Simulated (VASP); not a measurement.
# Al (a cell with a defect) in VASP: single point with PBE

Aim: the single point of Al (a cell with a defect) with PBE.

Everything below comes from runs of VASP 6.6.1. Logs are shortened: lines on timing, memory, paths and dates and some standing lists are left out, and cuts for length are marked.

## 1. The cell of the first run

The cell holds a defect, 31 atoms: a = 8.100 Å, b = 8.100 Å, c = 8.100 Å, α = 90.00°, β = 90.00°, γ = 90.00°.

## 2. Single point, PBE

Input file INCAR:

```
SYSTEM = Al
PREC = Accurate
ENCUT = 520
EDIFF = 1E-6
ISMEAR = -1
SIGMA = 0.15
LREAL = Auto
LASPH = .True.
NELM = 80
ALGO = Normal
ISIF = 2
LWAVE = .False.
LCHARG = .True.
GGA = PE
LELF = .True.
LVHAR = .True.
NBANDS = 68
```

Input file KPOINTS:

```
regular mesh
0
Gamma
  3 3 3
  0 0 0
```

Input file POSCAR:

```
Al
1.0
    8.1000000000      0.0000000000      0.0000000000
    0.0000000000      8.1000000000      0.0000000000
    0.0000000000      0.0000000000      8.1000000000
Al
31
Direct
    0.5009025926      0.0032716049      0.0047575309
    0.7463571605      0.2487244444      0.0047596296
    0.7480276543      0.0015970370      0.2496927160
   -0.0010675309     -0.0013286420     -0.0002461728
    0.2441883951      0.2439371605     -0.0182461728
    0.5056893827      0.5054365432     -0.0182311111
    0.7509561728      0.7506938272     -0.0002479012
    0.2546737037      0.0072735802      0.2496918519
    0.7423539506      0.4949513580      0.2496923457
    0.5009027160      0.0032703704      0.4946276543
    0.7463574074      0.2487238272      0.4946246914
    0.7501556790     -0.0005312346      0.7496925926
    0.0035374074      0.5006550617      0.0047664198
    0.2489737037      0.7460913580      0.0047677778
    0.0075229630      0.2544160494      0.2496922222
    0.3748614815      0.3747343210      0.2496927160
    0.4952107407      0.7421039506      0.2496920988
   -0.0010685185     -0.0013291358      0.4996316049
    0.2441872840      0.2439355556      0.5176287654
    0.5056893827      0.5054367901      0.5176150617
    0.7509554321      0.7506938272      0.4996323457
    0.2488050617     -0.0092313580      0.7496920988
    0.5029954321      0.2466369136      0.7496919753
    0.7588538272      0.5008249383      0.7496919753
    0.0018551852      0.7477707407      0.2496922222
    0.0035371605      0.5006545679      0.4946174074
    0.2489739506      0.7460911111      0.4946148148
   -0.0089711111      0.2485644444      0.7496920988
    0.2468876543      0.5027424691      0.7496909877
    0.5010643210      0.7585898765      0.7496923457
   -0.0002709877      0.7499004938      0.7496919753
```

Potentials or basis: VASP PAW PBE potentials, release 64 (Al).

Command:

```sh
> cat potpaw_PBE.64/Al/POTCAR > POTCAR
> mpirun -np 1 vasp_std > vasp.out
```

OUTCAR:

```text
SYSTEM = Al
   PREC = Accurate
   ENCUT = 520
   EDIFF = 1E-6
   ISMEAR = -1
   LREAL = Auto
   LASPH = .True.
   NELM = 80
   ISIF = 2
   GGA = PE

 ion  position               nearest neighbor table
   1  0.501  0.003  0.005-   2 2.81   8 2.81   3 2.82  23 2.86   5 2.86  30 2.86   7 2.88  12 2.89
                            17 2.90  22 2.91  14 2.92
   2  0.746  0.249  0.005-   1 2.81   9 2.81   3 2.82  23 2.86   6 2.86  28 2.86   4 2.88  12 2.89
                            15 2.90  24 2.91  13 2.92
   3  0.748  0.002  0.250-  11 2.82  10 2.82   1 2.82   2 2.82  18 2.87  21 2.87   4 2.87   7 2.87
                            25 2.91  17 2.93  15 2.93
   4  0.999  0.999  1.000-   5 2.81   7 2.84  31 2.86  12 2.86  22 2.86  28 2.86  25 2.87   3 2.87
                            14 2.88   2 2.88   8 2.90  15 2.90
   5  0.244  0.244  0.982-  16 2.64  28 2.78  22 2.78   4 2.81  29 2.82  23 2.82  13 2.86   1 2.86
                             8 2.90  15 2.90   6 3.00
   6  0.506  0.505  0.982-  16 2.64  30 2.78  24 2.78   7 2.81  23 2.82  29 2.82  14 2.86   2 2.86
                             9 2.90  17 2.90   5 3.00
   7  0.751  0.751  1.000-   6 2.81   4 2.84  31 2.86  12 2.86  24 2.86  30 2.86  25 2.87   3 2.87
                            13 2.88   1 2.88   9 2.90  17 2.90
   8  0.255  0.007  0.250-   1 2.81  10 2.81  15 2.83  19 2.90   5 2.90   4 2.90  18 2.90  17 2.90
                            27 2.90  14 2.90  25 2.93  16 3.13
   9  0.742  0.495  0.250-   2 2.81  11 2.81  17 2.83  20 2.90   6 2.90  21 2.90   7 2.90  15 2.90
[... 31 lines left out ...]
  25  0.002  0.748  0.250-  26 2.82  27 2.82  13 2.82  14 2.82   4 2.87   7 2.87  18 2.87  21 2.87
                             3 2.91   9 2.93   8 2.93
  26  0.004  0.501  0.495-  27 2.81  15 2.81  25 2.82  29 2.86  19 2.86  24 2.86  21 2.88  31 2.89
                             9 2.90  28 2.91  11 2.92
  27  0.249  0.746  0.495-  26 2.81  17 2.81  25 2.82  29 2.86  20 2.86  22 2.86  18 2.88  31 2.89
                             8 2.90  30 2.91  10 2.92
  28  0.991  0.249  0.750-  24 2.78   5 2.78  19 2.78  12 2.81  11 2.86   2 2.86  18 2.86   4 2.86
                            26 2.91  13 2.91  29 2.92  22 2.95
  29  0.247  0.503  0.750-   5 2.82  19 2.82  20 2.82   6 2.82  31 2.83  26 2.86  27 2.86  13 2.86
                            14 2.86  30 2.92  28 2.92  23 2.93
  30  0.501  0.759  0.750-  22 2.78   6 2.78  20 2.78  12 2.81  10 2.86   1 2.86  21 2.86   7 2.86
                            14 2.91  27 2.91  29 2.92  24 2.95
  31  1.000  0.750  0.750-  22 2.81  24 2.81  29 2.83  18 2.86   4 2.86   7 2.86  21 2.86  12 2.86
                            13 2.89  26 2.89  14 2.89  27 2.89

  LATTYP: Found a simple cubic cell.
 ALAT       =     8.1000000000

  Lattice vectors:

 A1 = (   8.1000000000,   0.0000000000,   0.0000000000)
 A2 = (   0.0000000000,   8.1000000000,   0.0000000000)
 A3 = (   0.0000000000,   0.0000000000,   8.1000000000)

Analysis of symmetry for initial positions (statically):
=====================================================================
 Subroutine PRICEL returns:
 Original cell was already a primitive cell.

 Routine SETGRP: Setting up the symmetry group for a
 simple cubic supercell.

 Subroutine GETGRP returns: Found  2 space group operations
 (whereof  1 operations were pure point group operations)
 out of a pool of 48 trial point group operations.

The static configuration has the point symmetry C_1 .
 The point group associated with its full space group is C_1h.

Analysis of symmetry for dynamics (positions and initial velocities):
=====================================================================
 Subroutine PRICEL returns:
 Original cell was already a primitive cell.

 Routine SETGRP: Setting up the symmetry group for a
 simple cubic supercell.

 Subroutine GETGRP returns: Found  2 space group operations
 (whereof  1 operations were pure point group operations)
 out of a pool of 48 trial point group operations.

The dynamic configuration has the point symmetry C_1 .
 The point group associated with its full space group is C_1h.

 Subroutine INISYM returns: Found  2 space group operations
 (whereof  1 operations are pure point group operations),
 and found     1 'primitive' translations

----------------------------------------------------------------------------------------

                                     Primitive cell

  volume of cell :     531.4410

  direct lattice vectors                    reciprocal lattice vectors
     8.100000000  0.000000000  0.000000000     0.123456790  0.000000000  0.000000000
     0.000000000  8.100000000  0.000000000     0.000000000  0.123456790  0.000000000
     0.000000000  0.000000000  8.100000000     0.000000000  0.000000000  0.123456790

  length of vectors
     8.100000000  8.100000000  8.100000000     0.123456790  0.123456790  0.123456790

  position of ions in fractional coordinates (direct lattice)
     0.500902593  0.003271605  0.004757531
     0.746357160  0.248724444  0.004759630
     0.748027654  0.001597037  0.249692716
     0.998932469  0.998671358  0.999753827
     0.244188395  0.243937161  0.981753827
     0.505689383  0.505436543  0.981768889
[... 23 lines left out ...]
     0.501064321  0.758589876  0.749692346
     0.999729012  0.749900494  0.749691975

  ion indices of the primitive-cell ions
   primitive index   ion index
                 1           1
                 2           2
                 3           3
                 4           4
                 5           5
                 6           6
[... 23 lines left out ...]
                30          30
                31          31

----------------------------------------------------------------------------------------

 KPOINTS: regular mesh

Automatic generation of k-mesh.
 Grid dimensions read from file:
 generate k-points for:    3    3    3

 Generating k-lattice:

  Cartesian coordinates                     Fractional coordinates (reciprocal lattice)
     0.041152263  0.000000000  0.000000000     0.333333333  0.000000000  0.000000000
     0.000000000  0.041152263  0.000000000     0.000000000  0.333333333  0.000000000
     0.000000000  0.000000000  0.041152263     0.000000000  0.000000000  0.333333333

  Length of vectors
     0.041152263  0.041152263  0.041152263

  Shift w.r.t. Gamma in fractional coordinates (k-lattice)
     0.000000000  0.000000000  0.000000000

 Subroutine IBZKPT returns following result:
 ===========================================

 Found     10 irreducible k-points:

 Following reciprocal coordinates:
            Coordinates               Weight
  0.000000  0.000000  0.000000      1.000000
  0.333333  0.000000  0.000000      2.000000
  0.000000  0.333333  0.000000      2.000000
  0.000000  0.000000  0.333333      2.000000
  0.333333  0.333333  0.000000      2.000000
  0.000000  0.333333  0.333333      4.000000
  0.333333  0.000000  0.333333      4.000000
 -0.333333  0.333333  0.000000      2.000000
  0.333333  0.333333  0.333333      4.000000
 -0.333333  0.333333  0.333333      4.000000
   k-points           NKPTS =     10   k-points in BZ     NKDIM =     10   number of bands    NBANDS=     68
   number of dos      NEDOS =    301   number of ions     NIONS =     31
   total plane-waves  NPLWV = 216000
   dimension x,y,z NGX =    60 NGY =   60 NGZ =   60
   dimension x,y,z NGXF=   120 NGYF=  120 NGZF=  120
   ions per type =              31
   NGX,Y,Z   is equivalent  to a cutoff of  12.31, 12.31, 12.31 a.u.
   NGXF,Y,Z  is equivalent  to a cutoff of  24.63, 24.63, 24.63 a.u.
 SYSTEM =  Al
   PREC   = accura    normal or accurate (medium, high low for compatibility)
   ISTART =      0    job   : 0-new  1-cont  2-samecut
   ICHARG =      2    charge: 1-file 2-atom 10-const
   ISPIN  =      1    spin polarized calculation?
   LNONCOLLINEAR =      F non collinear calculations
   LSORBIT =      F    spin-orbit coupling
   LASPH  =      T    aspherical Exc in radial PAW
   ENCUT  =  520.0 eV  38.22 Ry    6.18 a.u.  15.06 15.06 15.06*2*pi/ulx,y,z
   NELM   =     80;   NELMIN=  2; NELMDL= -5     # of ELM steps
   EDIFF  = 0.1E-05   stopping-criterion for ELM
   LREAL  =      T    real-space projection
   EDIFFG = 0.1E-04   stopping-criterion for IOM
   NSW    =      0    number of steps for IOM
   IBRION =     -1    ionic relax: 0-MD 1-quasi-New 2-CG
   NFREE  =      0    steps in history (QN), initial steepest desc. (CG)
   ISIF   =      2    stress and relaxation
   ISYM   =      2    0-nonsym 1-usesym 2-fastsym
   POTIM  = 0.5000    time-step for ionic-motion
   TEBEG  =    0.0;   TEEND  =   0.0 temperature during run
   PSTRESS=    0.0 pullay stress
   NELECT =      93.0000    total number of electrons
   NUPDOWN=      -1.0000    fix difference up-down
   EMIN   =  10.00;   EMAX   =-10.00  energy-range for DOS
   EFERMI =   0.00;   METHOD = LEGACY
   ISMEAR =    -1;   SIGMA  =   0.15  broadening in eV -4-tet -1-fermi 0-gaus
   EFERMI_NEDOS =   21; number of points for ismear=-14 and -15
   IALGO  =     38    algorithm
   IMIX   =      4    mixing-type and parameters
     AMIX     =   0.40;   BMIX     =  1.00
     AMIX_MAG =   1.60;   BMIX_MAG =  1.00
  volume/ion in A,a.u.               =      17.14       115.69
  Fermi-wavevector in a.u.,A,eV,Ry     =   0.915695  1.730412 11.408446  0.838497
  Thomas-Fermi vector in A             =   2.040466
   LORBIT       =      0    0 simple, 1 ext, 2 COOP (PROOUT), +10 PAW based schemes
   GGA     = PE    functional components
   LHFCALC =     F    Hartree Fock is set to
   AEXX    =    0.0000 exact exchange contribution
   IVDW    =     0    specifies the selected vdW correction
   LEPSILON=     F    determine dielectric tensor
   LRPA    =     F    only Hartree local field effects (RPA)
 non-spin polarized calculation
  energy-cutoff  :      520.00
  volume of cell :      531.44
 maximum number of plane-waves:     14358
   NGX = 31   NGY = 31   NGZ = 31

 number of electron      93.0000000 magnetization

 Free energy of the ion-electron system (eV)
  ---------------------------------------------------
  ext. energy  EPLUGINS =         0.00000000
  ---------------------------------------------------
  free energy    TOTEN  =      -115.70716784 eV

  energy without entropy =     -114.85420286  energy(sigma->0) =     -115.28068535

 E-fermi :   7.4695     XC(G=0): -10.0347

 val. band max:        7.4646542577   @ k =   0.3333   0.3333   0.3333
 cond. band min:       7.4736863615   @ k =   0.0000   0.3333   0.0000
 fundamental gap:      0.0090321037
 Fermi energy:         7.4695257930

 k-point     1 :       0.0000    0.0000    0.0000
  band No.  band energies     occupation
      1      -3.3601      2.00000
      2      -1.2720      2.00000
      3      -1.2314      2.00000
      4      -1.1601      2.00000
      5      -1.1561      2.00000
      6      -0.9440      2.00000
[... 599 lines left out ...]
     57       9.2685      0.00001
     58       9.4893      0.00000
 [bands above 58 left out]

------------------------ aborting loop because EDIFF is reached ----------------------------------------

  FORCE on cell =-STRESS in cart. coord.  units (eV):
  Direction    XX          YY          ZZ          XY          YZ          ZX
  --------------------------------------------------------------------------------------
  -------------------------------------------------------------------------------------
  Total       -3.3167288     -3.3155776      0.2095276      0.5400167      0.0000000      0.0000000
  in kB       -9.9992053     -9.9957347      0.6316794      1.6280311      0.0000000      0.0000000
  external PRESSURE =      -6.4544202 kB  Pullay stress =       0.0000000 kB

 VOLUME and BASIS-vectors are now :
 -----------------------------------------------------------------------------
  energy-cutoff  :      520.00
  volume of cell :      531.44
      direct lattice vectors                 reciprocal lattice vectors
     8.100000000  0.000000000  0.000000000     0.123456790  0.000000000  0.000000000
     0.000000000  8.100000000  0.000000000     0.000000000  0.123456790  0.000000000
     0.000000000  0.000000000  8.100000000     0.000000000  0.000000000  0.123456790

 POSITION                                       TOTAL-FORCE (eV/Angst)
 -----------------------------------------------------------------------------------
      4.05731      0.02650      0.03854         0.000809      0.002652     -0.001168
      6.04549      2.01467      0.03855        -0.001564      0.000925     -0.000944
      6.05902      0.01294      2.02251        -0.001234      0.000564      0.000000
      8.09135      8.08924      8.09801        -0.005097     -0.005638      0.000907
      1.97793      1.97589      7.95221        -0.000914     -0.000157      0.000713
      4.09608      4.09404      7.95233        -0.000017     -0.000128      0.001455
[... 23 lines left out ...]
      4.05862      6.14458      6.07251        -0.000275      0.003665      0.000000
      8.09780      6.07419      6.07250         0.000552     -0.003531      0.000000
 -----------------------------------------------------------------------------------
    total drift:                                0.006028      0.000073     -0.003407

  FREE ENERGIE OF THE ION-ELECTRON SYSTEM (eV)
  ---------------------------------------------------
  free  energy   TOTEN  =      -115.7071678418 eV

  energy  without entropy=     -114.8542028643  energy(sigma->0) =     -115.28068535
```

It took 4.2 min on 1 thread of Oxide Virtual Turin-like, shared host; peak memory 0.53 GiB.

What came out:

- Free energy: -115.7072 eV
- Pressure: -0.6 GPa
- Largest force: 0.008 eV/Å
- Band gap on the k mesh: zero (an odd number of electrons rules out a gap without spin polarisation)

Forces in eV/Å, atoms in the order of the input:
```
Al   0.001  0.003 -0.001
Al  -0.002  0.001 -0.001
Al  -0.001  0.001  0.000
Al  -0.005 -0.006  0.001
Al  -0.001  0.000  0.001
Al   0.000  0.000  0.001
Al   0.006  0.004  0.000
Al  -0.001 -0.003  0.000
Al   0.003  0.003  0.000
Al   0.001  0.003  0.001
Al  -0.002  0.001  0.001
Al  -0.001 -0.001  0.000
Al   0.002  0.001 -0.001
Al   0.001 -0.002 -0.001
Al  -0.002 -0.001  0.000
Al  -0.001  0.001  0.000
Al   0.003  0.002  0.000
Al  -0.005 -0.006 -0.001
Al  -0.001  0.000 -0.001
Al   0.000  0.000 -0.001
Al   0.006  0.004  0.000
Al   0.000 -0.003  0.000
Al   0.003 -0.004  0.000
Al   0.002 -0.001  0.000
Al   0.000 -0.001  0.000
Al   0.002  0.001  0.001
Al   0.001 -0.002  0.001
Al  -0.004  0.000  0.000
Al  -0.005  0.005  0.000
Al   0.000  0.004  0.000
Al   0.001 -0.004  0.000
```

Levels at points of the mesh, in eV from the Fermi level:
```csv
k point,band 45,band 46,band 47,band 48,band 49,band 50
"(0.00, 0.00, 0.00)",-0.21,0.14,0.40,0.50,0.56,0.58
```
